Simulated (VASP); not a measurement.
Write the native input for VASP 6.6.1 that does the following.

| Quantity | Value |
| --- | --- |
| Task | single point |
| Functional | r2SCAN |
| Potentials or basis | VASP PAW PBE potentials, release 64 (Rh_pv) |
| Cutoff | 520 eV |
| k mesh | 22 × 22 × 22 |
| Occupations | gaussian, width 0.15 eV |
| Spin | no spin polarisation |
| Dipole correction | no |
| Further INCAR settings | ALGO = Normal; EDIFF = 1e-07; NBANDS = 14 |

Rh:

```
CELL_PARAMETERS angstrom
0.00000 1.93007 1.95860
1.93007 0.00000 1.95860
1.93007 1.93007 0.00000
ATOMIC_POSITIONS crystal
Rh 0.00000 0.00000 0.00000
```

This cell differs from its parent crystal: strain +0.015 along x and y, +0.030 along z.

One way to write it, as run:

POSCAR

```
Rh
1.0
    0.0000000000      1.9300732500      1.9585965000
    1.9300732500      0.0000000000      1.9585965000
    1.9300732500      1.9300732500      0.0000000000
Rh
1
Direct
    0.0000000000      0.0000000000      0.0000000000
```

INCAR.step1

```
  PREC = Accurate
  ENCUT = 520
  ISMEAR = 0
  SIGMA = 0.15
  LREAL = F
  LASPH = T
  NELM = 100
  NBANDS = 14
  GGA = PE
  ALGO = Normal
  EDIFF = 1E-4
  LWAVE = T
  LCHARG = F
```

INCAR.step2

```
  PREC = Accurate
  ENCUT = 520
  EDIFF = 1E-7
  ISMEAR = 0
  SIGMA = 0.15
  LREAL = F
  LASPH = T
  NELM = 100
  ALGO = Normal
  ISIF = 2
  LWAVE = F
  LCHARG = T
  METAGGA = R2SCAN
  LMIXTAU = T
  LELF = T
  LVHAR = T
  NBANDS = 14
  ISTART = 1
```

KPOINTS

```
regular mesh
0
Gamma
  22 22 22
```

Potentials or basis: VASP PAW PBE potentials, release 64 (Rh_pv).

Launch:

```console
$ cat potpaw_PBE.64/Rh_pv/POTCAR > POTCAR
$ cp INCAR.step1 INCAR
$ mpirun -np 1 vasp_std > vasp.out
$ cp INCAR.step2 INCAR
$ mpirun -np 1 vasp_std > vasp.out
```

It gave:

```yaml
Pressure: -13.9 GPa
```

Caveat: the cell differs from its parent crystal (strain +0.015 along x and y, +0.030 along z); the PAW data sets were made with another functional, which shifts forces and pressure a little.

It took 8.8 min on 1 thread of Intel(R) Xeon(R) Platinum 8259CL CPU @ 2.50GHz (Skylake/Cascade Lake), on a shared host, peak memory 0.26 GiB.
